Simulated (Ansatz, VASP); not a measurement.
Al: VASP beside Ansatz

File INCAR:

```
SYSTEM = Al
PREC     = Accurate       ! precision mode
ENCUT    = 520            ! plane-wave cutoff, eV
EDIFF    = 1E-6           ! SCF threshold, eV
ISMEAR   = -1             ! smearing method
SIGMA    = 0.1            ! smearing width, eV
LREAL    = .False.        ! projectors in reciprocal space
LASPH    = .True.         ! aspherical terms in the spheres
NELM     = 100            ! most SCF steps
ALGO     = Normal         ! electronic algorithm
ISIF     = 2              ! what is computed and relaxed
LWAVE    = .False.        ! write WAVECAR
LCHARG   = .False.        ! write CHGCAR
GGA      = B5             ! functional
ALDAX    = 1.0          
AGGAX    = 1.0          
AGGAC    = 1.0          
ALDAC    = 0.0          
NBANDS   = 14             ! bands
```

Contents of KPOINTS:

```
Automatic mesh
0
Gamma
  14 14 4
  0 0 0
```

File POSCAR:

```
Al
1.0
    2.9935017615      0.0000000000      0.0000000000
   -1.4967508808      2.5924485718      0.0000000000
    0.0000000000      0.0000000000     10.1078209924
Al
4
Direct
    0.0000000000      1.0000000000      1.0000000000
    0.0000000000      1.0000000000      0.5000000000
    0.3333333333      0.6666666667      0.2500000000
    0.6666666667      0.3333333333      0.7500000000
```

Input for Ansatz:

```yaml
crystal:
  lattice:
    - [2.9935017615, 0.0, 0.0]
    - [-1.4967508808, 2.5924485718, 0.0]
    - [0.0, 0.0, 10.1078209924]
  atoms:
    - { symbol: Al, position: [0.0, 1.0, 1.0] }
    - { symbol: Al, position: [0.0, 1.0, 0.5] }
    - { symbol: Al, position: [0.3333333333, 0.6666666667, 0.25] }
    - { symbol: Al, position: [0.6666666667, 0.3333333333, 0.75] }
hamiltonian:
  xc: blyp
  pseudopotentials:
    kind: paw
    azcp:
      Al: "pseudopotentials/Al.paw.azcp"
basis:
  ecutwfc: 420
  fft_grid_basis: typed
kpoints:
  mp_grid: { grid: [14, 14, 4], shift: [0, 0, 0] }
magnetization:
  spin_polarized: false
scf:
  occupations: { method: fermi_dirac, width: 0.1 }
  lower_state_search: "off"
output:
  stress: true
  write_density: true
  write_potential: true
  elf: true
  volumetric_format: npy
```

Alike in both runs: task single point; functional BLYP; k mesh 14 × 14 × 4; occupations fermi-dirac, width 0.1 eV; no spin polarisation.

|  | VASP | Ansatz |
| --- | --- | --- |
| version | VASP 6.6.1 | Ansatz 0.2.0 |
| potentials or method | VASP PAW PBE potentials, release 64 (Al), cutoff 520 eV | plane waves (420 eV) with PAW, scalar-relativistic |
| valence electrons in the cell | 12 | 12 |

```csv
,VASP,Ansatz,Ansatz less VASP
pressure (GPa),-4.4,-4.4,-0.05
"traceless stress, the component that is largest in VASP (GPa)",0.82,0.82,+0.004
```

VASP's potentials were made for PBE, not for BLYP.
